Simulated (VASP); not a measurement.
# Y (Pm-3m) in VASP: further runs, part 2 of 2

VASP 6.6.1. Earlier steps stand in the parts before.

## 3. Single point, r2SCAN

This run uses another cell than the first one, of 34.46 Å³/atom, 0.981 times its volume.

The input, POSCAR:

```
Y
1.0
    3.2543048940      0.0000000000      0.0000000000
    0.0000000000      3.2543048940      0.0000000000
    0.0000000000      0.0000000000      3.2543048940
Y
1
Direct
    0.0000000000      0.0000000000      0.0000000000
```

The input, INCAR.step1:

```
  ALGO = Normal
  EDIFF = 1E-4
  ENCUT = 520
  GGA = PE
  ISMEAR = 0
  LASPH = T
  LCHARG = F
  LREAL = F
  LWAVE = T
  NBANDS = 12
  NELM = 100
  PREC = Accurate
  SIGMA = 0.1
```

The input, INCAR.step2:

```
  ALGO = Normal
  EDIFF = 1E-7
  ENCUT = 520
  ISIF = 2
  ISMEAR = 0
  ISTART = 1
  LASPH = T
  LCHARG = F
  LMIXTAU = T
  LREAL = F
  LWAVE = F
  METAGGA = R2SCAN
  NBANDS = 12
  NELM = 100
  PREC = Accurate
  SIGMA = 0.1
```

The input, KPOINTS:

```
k-points
0
Gamma
  16 16 16
```

Potentials or basis: VASP PAW PBE potentials, release 64 (Y_sv).

The run is started by

```console
$ cat potpaw_PBE.64/Y_sv/POTCAR > POTCAR
$ cp INCAR.step1 INCAR
$ mpirun -np 1 vasp_std > vasp.out
$ cp INCAR.step2 INCAR
$ mpirun -np 1 vasp_std > vasp.out
```

OUTCAR:

```text
EDIFF = 1E-7
   ENCUT = 520
   ISIF = 2
   ISMEAR = 0
   ISTART = 1
   LASPH = T
   LREAL = F
   METAGGA = R2SCAN
   NELM = 100
   PREC = Accurate

 ion  position               nearest neighbor table
   1  0.000  0.000  0.000-

  LATTYP: Found a simple cubic cell.
 ALAT       =     3.2543048940

  Lattice vectors:

 A1 = (   3.2543048940,   0.0000000000,   0.0000000000)
 A2 = (   0.0000000000,   3.2543048940,   0.0000000000)
 A3 = (   0.0000000000,   0.0000000000,   3.2543048940)

Analysis of symmetry for initial positions (statically):
=====================================================================
 Subroutine PRICEL returns:
 Original cell was already a primitive cell.

 Routine SETGRP: Setting up the symmetry group for a
 simple cubic supercell.

 Subroutine GETGRP returns: Found 48 space group operations
 (whereof 48 operations were pure point group operations)
 out of a pool of 48 trial point group operations.

The static configuration has the point symmetry O_h .

Analysis of symmetry for dynamics (positions and initial velocities):
[... 159 lines left out ...]
 val. band max:        2.9295555541   @ k =   0.2500   0.1250   0.0625
 cond. band min:       2.9397103620   @ k =   0.2500   0.1875   0.0000
 fundamental gap:      0.0101548079
 Fermi energy:         2.9348612126

 k-point     1 :       0.0000    0.0000    0.0000
  band No.  band energies     occupation
      1     -41.7507      2.00000
      2     -20.7334      2.00000
      3     -20.7334      2.00000
      4     -20.7334      2.00000
      5      -1.8839      2.00000
      6       2.3235      2.00000
      7       2.3235      2.00000
      8       8.3930      0.00000
      9       8.3930      0.00000
     10       8.3930      0.00000
     11      13.5526      0.00000
     12      13.5526      0.00000
[... 331 lines left out ...]
 k-point    24 :       0.5000    0.1250    0.0000
  band No.  band energies     occupation
      1     -41.6672      2.00000
      2     -21.4552      2.00000
      3     -20.7732      2.00000
      4     -20.6570      2.00000
      5       1.5002      2.00000
      6       2.3048      2.00000
      7       3.3764      0.00000
      8       5.8623      0.00000
      9       5.9051      0.00000
     10       8.2173      0.00000
     11      10.7887      0.00000
     12      13.8782      0.00000

 [... further k-points ...]
[... 5 lines left out ...]
  --------------------------------------------------------------------------------------
  -------------------------------------------------------------------------------------
  Total        0.0083297      0.0083297      0.0083297      0.0000000     -0.0000000      0.0000000
  in kB        0.3872274      0.3872274      0.3872274      0.0000000     -0.0000000      0.0000000
  external PRESSURE =       0.3872274 kB  Pullay stress =       0.0000000 kB

 VOLUME and BASIS-vectors are now :
 -----------------------------------------------------------------------------
  energy-cutoff  :      520.00
  volume of cell :       34.46
      direct lattice vectors                 reciprocal lattice vectors
     3.254304894  0.000000000  0.000000000     0.307285283  0.000000000  0.000000000
     0.000000000  3.254304894  0.000000000     0.000000000  0.307285283  0.000000000
     0.000000000  0.000000000  3.254304894     0.000000000  0.000000000  0.307285283

 POSITION                                       TOTAL-FORCE (eV/Angst)
 -----------------------------------------------------------------------------------
      0.00000      0.00000      0.00000         0.000000      0.000000      0.000000
 -----------------------------------------------------------------------------------
    total drift:                                0.000000     -0.000000      0.000000

  FREE ENERGIE OF THE ION-ELECTRON SYSTEM (eV)
  ---------------------------------------------------
  free  energy   TOTEN  =       -19.4151839317 eV

  energy  without entropy=      -19.4020797382  energy(sigma->0) =      -19.40863183
```

OSZICAR.step1:

```text
N       E                     dE             d eps       ncg     rms          rms(c)
DAV:   1     0.249891917118E+02    0.24989E+02   -0.55515E+03  3984   0.828E+02
DAV:   2    -0.455069448997E+01   -0.29540E+02   -0.28622E+02  4812   0.162E+02
DAV:   3    -0.583091065132E+01   -0.12802E+01   -0.12253E+01  5640   0.216E+01
DAV:   4    -0.586242221237E+01   -0.31512E-01   -0.31451E-01  4704   0.323E+00
DAV:   5    -0.586308958548E+01   -0.66737E-03   -0.66729E-03  5244   0.375E-01    0.188E+01
DAV:   6    -0.567092147760E+01    0.19217E+00   -0.21966E-01  4412   0.294E+00    0.114E+01
DAV:   7    -0.564465203925E+01    0.26269E-01   -0.27062E-01  4828   0.322E+00    0.101E+00
DAV:   8    -0.564135074402E+01    0.33013E-02   -0.45603E-02  4428   0.151E+00    0.466E-01
DAV:   9    -0.564110825546E+01    0.24249E-03   -0.12811E-03  4644   0.309E-01    0.153E-01
DAV:  10    -0.564104632666E+01    0.61929E-04   -0.25895E-04  4484   0.130E-01
   1 F= -.56410463E+01 E0= -.56340040E+01  d E =-.140847E-01
```

Run time: 3.3 min. Hardware: 1 thread of AMD EPYC 9R14 (Zen 4), shared host; peak memory 0.18 GiB.

What came out:

```yaml
Free_energy: -19.4152 eV
Pressure: 0.0 GPa
```

Caveat: the PAW data sets were made with another functional, which shifts forces and pressure a little.

## 4. Relaxation of cell and atoms, r2SCAN

The input, POSCAR:

```
Y
1.0
    3.2757018371      0.0000000000      0.0000000000
    0.0000000000      3.2757018371      0.0000000000
    0.0000000000      0.0000000000      3.2757018371
Y
1
Direct
    0.0000000000      0.0000000000      0.0000000000
```

The input, INCAR.step1:

```
SYSTEM = Y
ALGO = Normal
EDIFF = 1E-4
ENCUT = 600
GGA = PE
ISMEAR = 0
LASPH = .TRUE.
LCHARG = .FALSE.
LREAL = .FALSE.
LWAVE = .TRUE.
NELM = 80
PREC = Accurate
SIGMA = 0.1
```

The input, INCAR.step2:

```
SYSTEM = Y
ALGO = Normal
EDIFF = 1E-7
EDIFFG = -0.01
ENCUT = 600
IBRION = 2
ISIF = 3
ISMEAR = 0
ISTART = 1
LASPH = .TRUE.
LCHARG = .FALSE.
LMIXTAU = .TRUE.
LREAL = .FALSE.
LWAVE = .FALSE.
METAGGA = R2SCAN
NELM = 80
NSW = 100
PREC = Accurate
SIGMA = 0.1
```

The input, KPOINTS:

```
k-points
0
G
  16 16 16
  0 0 0
```

The run is started by

```console
$ cat potpaw_PBE.64/Y_sv/POTCAR > POTCAR
$ cp INCAR.step1 INCAR
$ mpirun -np 1 vasp_std > vasp.out
$ cp INCAR.step2 INCAR
$ mpirun -np 1 vasp_std > vasp.out
```

Wall time 9.6 min (1 thread of AMD EPYC 9R14 (Zen 4), shared host); peak memory 0.22 GiB.

It converged, with:

| Item | Value |
| --- | --- |
| Free energy | -19.4158 eV |
| Relaxed volume | 34.56 Å³/atom |
| Relaxed cell | a = 3.257 Å, b = 3.257 Å, c = 3.257 Å, α = 90.00°, β = 90.00°, γ = 90.00° |
| Space group after relaxing (to 0.05 Å) | Pm-3m (No. 221) |
| Energy gained by relaxing | 0.8 meV/atom |
| Ionic steps | 3 |
| Pressure after relaxing | 0.0 GPa |

The path:
| step | energy change (eV) | largest force (eV/Å) | pressure (GPa) | volume (Å³) |
| --- | --- | --- | --- | --- |
| 1 | 0.0000 | 0.0000 | -0.43 | 35.15 |
| 2 | -0.0008 | 0.0000 | -0.09 | 34.67 |
| 3 | -0.0008 | 0.0000 | -0.01 | 34.56 |

Final structure:
```cif
data_structure
_symmetry_space_group_name_H-M 'P 1'
_symmetry_Int_Tables_number 1
_cell_length_a 3.2574
_cell_length_b 3.2574
_cell_length_c 3.2574
_cell_angle_alpha 90.000
_cell_angle_beta 90.000
_cell_angle_gamma 90.000
_cell_volume 34.56
loop_
_atom_site_label
_atom_site_type_symbol
_atom_site_fract_x
_atom_site_fract_y
_atom_site_fract_z
_atom_site_occupancy
Y1 Y 0.00000 0.00000 0.00000 1
```

Levels at points of the mesh, in eV from the Fermi level:
| k point | band 2 | band 3 | band 4 | band 5 | band 6 | band 7 | band 8 | band 9 |
| --- | --- | --- | --- | --- | --- | --- | --- | --- |
| (0.00, 0.00, 0.00) | -23.68 | -23.68 | -23.68 | -4.81 | -0.61 | -0.61 | 5.44 | 5.44 |
| (0.50, 0.00, 0.00) | -24.41 | -23.61 | -23.61 | -1.79 | -0.34 | 0.16 | 2.89 | 2.89 |
| (0.50, 0.50, 0.00) | -24.30 | -24.30 | -23.55 | -2.09 | 0.27 | 3.47 | 3.47 | 3.54 |
| (0.50, 0.50, 0.50) | -24.20 | -24.20 | -24.20 | -0.69 | -0.69 | -0.69 | 5.63 | 7.06 |

Caveat: the PAW data sets were made with another functional, which shifts forces and pressure a little.

## 5. Overview

| task | cell | k mesh | cutoff (eV) | gap on the mesh (eV) | pressure (GPa) |
| --- | --- | --- | --- | --- | --- |
| single point | a = 3.276 Å, 1 atom | 6 × 6 × 6 | 520 | none | -0.7 |
| single point | a = 3.254 Å, 1 atom | 16 × 16 × 16 | 520 | none | 0.0 |
| relaxation of cell and atoms | relaxed from a = 3.276 Å, 1 atom | 16 × 16 × 16 | 600 | none | 0.0 |

Alike in all rows: level r2SCAN; potentials or basis VASP PAW PBE potentials, release 64 (Y_sv); no spin polarisation; smearing gaussian 0.1 eV.

Caveats: the PAW data sets were made with another functional, which shifts forces and pressure a little.

Total energies depend on the potentials used, so only differences within one code and one set of settings carry meaning.
